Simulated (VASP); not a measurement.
# FeSi (zincblende type) (F-43m) in VASP: a series of runs

Runs on FeSi (zincblende type). Level: r2SCAN. Tasks: single point.

Everything below comes from runs of VASP 6.6.1. Logs are shortened: lines on timing, memory, paths and dates and some standing lists are left out, and cuts for length are marked.

### 1 The cell of the first run

The structure is cubic, space group F-43m (No. 216). Conventional cell: a = 4.950 Å, b = 4.950 Å, c = 4.950 Å, α = 90.00°, β = 90.00°, γ = 90.00°. Within 2.8 Å of Fe (site symmetry -43m) lie 4 Si at 2.14 Å. Within 2.8 Å of Si (site symmetry -43m) lie 4 Fe at 2.14 Å.

### 2 Single point, r2SCAN, collinear spin, ferromagnetic start (15.16 Å³/atom)

POSCAR

```
FeSi
1.0
    0.0000000000      2.4750515583      2.4750515583
    2.4750515583      0.0000000000      2.4750515583
    2.4750515583      2.4750515583      0.0000000000
Fe Si
1 1
Direct
    0.0000000000      0.0000000000      0.0000000000
    0.2500000000      0.2500000000      0.2500000000
```

INCAR.step1

```
SYSTEM = FeSi
PREC = Accurate
ENCUT = 520
ISMEAR = -1
SIGMA = 0.05
LREAL = .False.
LASPH = .True.
NELM = 150
ISPIN = 2
MAGMOM = 2.5 0
LMAXMIX = 4
NBANDS = 17
GGA = PE
ALGO = Normal
EDIFF = 1E-4
LWAVE = .True.
LCHARG = .False.
```

INCAR.step2

```
SYSTEM = FeSi
PREC = Accurate
ENCUT = 520
EDIFF = 1E-6
ISMEAR = -1
SIGMA = 0.05
LREAL = .False.
LASPH = .True.
NELM = 150
ALGO = Normal
ISIF = 2
LWAVE = .False.
LCHARG = .False.
ISPIN = 2
MAGMOM = 2.5 0
LORBIT = 11
LMAXMIX = 4
METAGGA = R2SCAN
LMIXTAU = .True.
NBANDS = 17
ISTART = 1
```

KPOINTS

```
Automatic mesh
0
Gamma
  12 12 12
  0 0 0
```

Potentials or basis: VASP PAW PBE potentials, release 64 (Fe, Si).

Command:

```sh
> cat potpaw_PBE.64/Fe/POTCAR potpaw_PBE.64/Si/POTCAR > POTCAR
> cp INCAR.step1 INCAR
> mpirun -np 1 vasp_std > vasp.out
> cp INCAR.step2 INCAR
> mpirun -np 1 vasp_std > vasp.out
```

OUTCAR:

```text
SYSTEM = FeSi
   PREC = Accurate
   ENCUT = 520
   EDIFF = 1E-6
   ISMEAR = -1
   LREAL = .False.
   LASPH = .True.
   NELM = 150
   ISIF = 2
   ISPIN = 2
   LORBIT = 11
   METAGGA = R2SCAN
   ISTART = 1

 ion  position               nearest neighbor table
   1  0.000  0.000  0.000-   2 2.14   2 2.14   2 2.14   2 2.14
   2  0.250  0.250  0.250-   1 2.14   1 2.14   1 2.14   1 2.14

  LATTYP: Found a face centered cubic cell.
 ALAT       =     4.9501031166

  Lattice vectors:

 A1 = (   0.0000000000,   2.4750515583,   2.4750515583)
 A2 = (   2.4750515583,   0.0000000000,   2.4750515583)
 A3 = (   2.4750515583,   2.4750515583,   0.0000000000)

Analysis of symmetry for initial positions (statically):
=====================================================================
 Subroutine PRICEL returns:
 Original cell was already a primitive cell.

 Routine SETGRP: Setting up the symmetry group for a
 face centered cubic supercell.

 Subroutine GETGRP returns: Found 24 space group operations
 (whereof 24 operations were pure point group operations)
 out of a pool of 48 trial point group operations.

The static configuration has the point symmetry T_d .

Analysis of symmetry for dynamics (positions and initial velocities):
=====================================================================
 Subroutine PRICEL returns:
 Original cell was already a primitive cell.

 Routine SETGRP: Setting up the symmetry group for a
 face centered cubic supercell.

 Subroutine GETGRP returns: Found 24 space group operations
 (whereof 24 operations were pure point group operations)
 out of a pool of 48 trial point group operations.

The dynamic configuration has the point symmetry T_d .

Analysis of structural, dynamic, and magnetic symmetry:
=====================================================================
 Subroutine PRICEL returns:
 Original cell was already a primitive cell.

 Routine SETGRP: Setting up the symmetry group for a
 face centered cubic supercell.

 Subroutine GETGRP returns: Found 24 space group operations
 (whereof 24 operations were pure point group operations)
 out of a pool of 48 trial point group operations.

The overall configuration has the point symmetry T_d .

 Subroutine INISYM returns: Found 24 space group operations
 (whereof 24 operations are pure point group operations),
 and found     1 'primitive' translations

----------------------------------------------------------------------------------------

[... 111 lines left out ...]
     AMIX     =   0.40;   BMIX     =  1.00
     AMIX_MAG =   1.60;   BMIX_MAG =  1.00
  volume/ion in A,a.u.               =      15.16       102.32
  Fermi-wavevector in a.u.,A,eV,Ry     =   1.201917  2.271293 19.655024  1.444603
  Thomas-Fermi vector in A             =   2.337712
   LORBIT       =     11    0 simple, 1 ext, 2 COOP (PROOUT), +10 PAW based schemes
   METAGGA = R2SCAN    functional components
   LHFCALC =     F    Hartree Fock is set to
   AEXX    =    0.0000 exact exchange contribution
   IVDW    =     0    specifies the selected vdW correction
   LEPSILON=     F    determine dielectric tensor
   LRPA    =     F    only Hartree local field effects (RPA)
 spin polarized calculation
  energy-cutoff  :      520.00
  volume of cell :       30.32
 maximum number of plane-waves:       869
 NGX is ok and might be reduce to    28
   NGX = 13   NGY = 13   NGZ = 13

 number of electron      11.9999995 magnetization       0.0000557

 number of electron      11.9999995 magnetization      -0.0000032

 Free energy of the ion-electron system (eV)
  ---------------------------------------------------
  ext. energy  EPLUGINS =         0.00000000
  ---------------------------------------------------
  free energy    TOTEN  =       -20.94115096 eV

  energy without entropy =      -20.93686019  energy(sigma->0) =      -20.93900557

 E-fermi :   5.2676     XC(G=0): -11.5643

 val. band max:        5.2014934446   @ k =   0.5000   0.5000   0.0000
 cond. band min:       5.3907919767   @ k =  -0.4167   0.4167   0.0000
 fundamental gap:      0.1892985321
 Fermi energy:         5.2675729583

 spin component 1

 k-point     1 :       0.0000    0.0000    0.0000
  band No.  band energies     occupation
      1      -5.3113      1.00000
      2       3.0339      1.00000
      3       3.0339      1.00000
      4       3.0339      1.00000
      5       4.6530      1.00000
      6       4.6531      1.00000
[... 459 lines left out ...]
      6       4.8624      0.99970
[... 9 lines left out ...]
     16      25.0139      0.00000
     17      28.4900      0.00000

 [... further k-points ...]

 spin component 2

 k-point     1 :       0.0000    0.0000    0.0000
  band No.  band energies     occupation
      1      -5.3113      1.00000
      2       3.0339      1.00000
      3       3.0339      1.00000
      4       3.0339      1.00000
      5       4.6530      1.00000
      6       4.6530      1.00000
[... 459 lines left out ...]
      6       4.8623      0.99970
[... 9 lines left out ...]
     16      25.0138      0.00000
     17      28.4900      0.00000

 [... further k-points ...]
[... 5 lines left out ...]
  --------------------------------------------------------------------------------------
  -------------------------------------------------------------------------------------
  Total        2.1196918      2.1196918      2.1196918     -0.0000000      0.0000000     -0.0000000
  in kB      111.9954971    111.9954971    111.9954971     -0.0000000      0.0000000     -0.0000000
  external PRESSURE =     111.9954971 kB  Pullay stress =       0.0000000 kB

 VOLUME and BASIS-vectors are now :
 -----------------------------------------------------------------------------
  energy-cutoff  :      520.00
  volume of cell :       30.32
      direct lattice vectors                 reciprocal lattice vectors
     0.000000000  2.475051558  2.475051558    -0.202015994  0.202015994  0.202015994
     2.475051558  0.000000000  2.475051558     0.202015994 -0.202015994  0.202015994
     2.475051558  2.475051558  0.000000000     0.202015994  0.202015994 -0.202015994

 POSITION                                       TOTAL-FORCE (eV/Angst)
 -----------------------------------------------------------------------------------
      0.00000      0.00000      0.00000        -0.000000     -0.000000     -0.000000
      1.23753      1.23753      1.23753         0.000000      0.000000      0.000000
 -----------------------------------------------------------------------------------
    total drift:                                0.000002      0.000002      0.000002

  FREE ENERGIE OF THE ION-ELECTRON SYSTEM (eV)
  ---------------------------------------------------
  free  energy   TOTEN  =       -20.9411509573 eV

  energy  without entropy=      -20.9368601874  energy(sigma->0) =      -20.93900557

 total charge

# of ion       s       p       d       tot
------------------------------------------
    1        0.504   0.465   6.704   7.673
    2        0.839   0.975   0.000   1.814
--------------------------------------------------
tot          1.342   1.440   6.704   9.487

 magnetization (x)

# of ion       s       p       d       tot
------------------------------------------
    1       -0.000   0.000  -0.000  -0.000
    2        0.000   0.000   0.000   0.000
--------------------------------------------------
tot          0.000   0.000  -0.000  -0.000
```

Run time: 3.1 min. Hardware: 1 thread of Intel Xeon 6975P-C (Granite Rapids), shared host; peak memory 0.22 GiB.

What came out:

* Free energy: -20.9412 eV
* Pressure: 11.2 GPa
* Band gap on the k mesh: 0.19 eV (least direct gap 0.37 eV)
* Net moment: 0.00 μB per cell
* Valence electrons inside the program's atomic spheres: Fe 7.67; Si 1.81

Caveat: the cell stands under pressure; the PAW data sets were made with another functional, which shifts forces and pressure a little.

### 3 Single point, r2SCAN, collinear spin, ferromagnetic start (17.06 Å³/atom)

This run uses another cell than the first one, of 17.06 Å³/atom.

POSCAR

```
FeSi
1.0
    0.0000000000      2.5741573538      2.5741573538
    2.5741573538      0.0000000000      2.5741573538
    2.5741573538      2.5741573538      0.0000000000
Fe Si
1 1
Direct
    0.0000000000      0.0000000000      0.0000000000
    0.2500000000      0.2500000000      0.2500000000
```

INCAR.step1

```
PREC = Accurate
ENCUT = 520
ISMEAR = -1
SIGMA = 0.05
LREAL = F
LASPH = T
NELM = 150
ISPIN = 2
MAGMOM = 2.5 0
LMAXMIX = 4
NBANDS = 17
GGA = PE
ALGO = Normal
EDIFF = 1E-4
LWAVE = T
LCHARG = F
```

INCAR.step2

```
PREC = Accurate
ENCUT = 520
EDIFF = 1E-7
ISMEAR = -1
SIGMA = 0.05
LREAL = F
LASPH = T
NELM = 150
ALGO = Normal
ISIF = 2
LWAVE = F
LCHARG = F
ISPIN = 2
MAGMOM = 2.5 0
LORBIT = 11
LMAXMIX = 4
METAGGA = R2SCAN
LMIXTAU = T
NBANDS = 17
ISTART = 1
```

KPOINTS

```
regular mesh
0
Gamma
  12 12 12
```

Potentials or basis: VASP PAW PBE potentials, release 64 (Fe, Si).

Command:

```sh
> cat potpaw_PBE.64/Fe/POTCAR potpaw_PBE.64/Si/POTCAR > POTCAR
> cp INCAR.step1 INCAR
> mpirun -np 1 vasp_std > vasp.out
> cp INCAR.step2 INCAR
> mpirun -np 1 vasp_std > vasp.out
```

Wall time 3.7 min (1 thread of Intel Xeon 6975P-C (Granite Rapids), shared host); peak memory 0.22 GiB.

It converged, with:

```yaml
Free_energy: -21.2882 eV
Pressure: 7.0 GPa
Net_moment: 1.87 μB per cell
Site_moments: Fe +2.13; Si -0.17 μB
Valence_electrons_inside_the_program's_atomic_spheres: Fe 7.36; Si 1.76
```

Levels at points of the mesh, in eV from the Fermi level:
Spin up:
```tsv
k point	band 3	band 4	band 5	band 6	band 7	band 8	band 9	band 10	band 11	band 12
(0.00, 0.00, 0.00)	-3.68	-3.68	-3.09	-3.09	6.06	6.06	6.06	7.49	7.49	7.49
(0.50, 0.00, 0.00)	-3.66	-3.66	-2.71	-2.71	-1.90	3.57	3.57	7.59	8.31	8.31
(0.50, 0.50, 0.00)	-2.77	-2.73	-2.73	-2.56	-1.70	0.50	0.50	5.70	5.74	14.80
```
Spin down:
| k point | band 2 | band 3 | band 4 | band 5 | band 6 | band 7 | band 8 | band 9 |
| --- | --- | --- | --- | --- | --- | --- | --- | --- |
| (0.00, 0.00, 0.00) | -2.43 | -2.43 | -2.43 | 0.42 | 0.43 | 6.46 | 6.46 | 6.46 |
| (0.50, 0.00, 0.00) | -4.66 | -2.04 | -2.04 | -0.13 | 0.41 | 0.41 | 3.99 | 3.99 |
| (0.50, 0.50, 0.00) | -4.45 | -1.43 | -1.43 | -1.32 | 0.82 | 0.99 | 0.99 | 1.01 |

Caveat: the cell stands under pressure; the PAW data sets were made with another functional, which shifts forces and pressure a little.

### 4 Single point, r2SCAN, collinear spin, ferromagnetic start

This run uses another cell than the first one, of 18.95 Å³/atom.

POSCAR

```
FeSi
1.0
    0.0000000000      2.6661684684      2.6661684684
    2.6661684684      0.0000000000      2.6661684684
    2.6661684684      2.6661684684      0.0000000000
Fe Si
1 1
Direct
    0.0000000000      0.0000000000      0.0000000000
    0.2500000000      0.2500000000      0.2500000000
```

INCAR.step1

```
SYSTEM = FeSi
ALGO = Normal
EDIFF = 1E-4
ENCUT = 520
GGA = PE
ISMEAR = -1
ISPIN = 2
LASPH = .TRUE.
LCHARG = .FALSE.
LMAXMIX = 4
LREAL = .FALSE.
LWAVE = .TRUE.
MAGMOM = 2.5 0
NBANDS = 17
NELM = 150
PREC = Accurate
SIGMA = 0.05
```

INCAR.step2

```
SYSTEM = FeSi
ALGO = Normal
EDIFF = 1E-6
ENCUT = 520
ISIF = 2
ISMEAR = -1
ISPIN = 2
ISTART = 1
LASPH = .TRUE.
LCHARG = .FALSE.
LMAXMIX = 4
LMIXTAU = .TRUE.
LORBIT = 11
LREAL = .FALSE.
LWAVE = .FALSE.
MAGMOM = 2.5 0
METAGGA = R2SCAN
NBANDS = 17
NELM = 150
PREC = Accurate
SIGMA = 0.05
```

KPOINTS

```
k-points
0
G
  12 12 12
  0 0 0
```

Command:

```sh
> cat potpaw_PBE.64/Fe/POTCAR potpaw_PBE.64/Si/POTCAR > POTCAR
> cp INCAR.step1 INCAR
> mpirun -np 1 vasp_std > vasp.out
> cp INCAR.step2 INCAR
> mpirun -np 1 vasp_std > vasp.out
```

Wall time 3 min (1 thread of Intel Xeon 6975P-C (Granite Rapids), shared host); peak memory 0.23 GiB.

Results (log left out):

```yaml
Free_energy: -21.3705 eV
Pressure: -0.2 GPa
Net_moment: 2.27 μB per cell
Site_moments: Fe +2.52; Si -0.17 μB
Valence_electrons_inside_the_program's_atomic_spheres: Fe 7.15; Si 1.71
```

Levels at points of the mesh, in eV from the Fermi level:
Spin up:
```
           k point  band 4  band 5  band 6  band 7  band 8  band 9  band 10  band 11
(0.00, 0.00, 0.00)   -3.82   -3.47   -3.47    5.08    5.08    5.08     6.96     6.96
(0.50, 0.00, 0.00)   -3.87   -3.09   -3.09   -2.32    2.94    2.94     6.75     7.70
(0.50, 0.50, 0.00)   -3.04   -3.04   -2.72   -2.14    0.23    0.23     4.99     5.22
```
Spin down:
| k point | band 1 | band 2 | band 3 | band 4 | band 5 | band 6 | band 7 | band 8 | band 9 | band 10 |
| --- | --- | --- | --- | --- | --- | --- | --- | --- | --- | --- |
| (0.00, 0.00, 0.00) | -10.33 | -2.27 | -2.27 | -2.27 | 0.68 | 0.69 | 5.64 | 5.64 | 5.64 | 7.39 |
| (0.50, 0.00, 0.00) | -8.18 | -4.37 | -1.91 | -1.91 | -0.16 | 0.61 | 0.61 | 3.51 | 3.51 | 7.07 |
| (0.50, 0.50, 0.00) | -7.36 | -4.15 | -1.45 | -1.45 | -1.09 | 0.86 | 0.86 | 0.86 | 1.20 | 5.76 |

Caveat: the PAW data sets were made with another functional, which shifts forces and pressure a little.
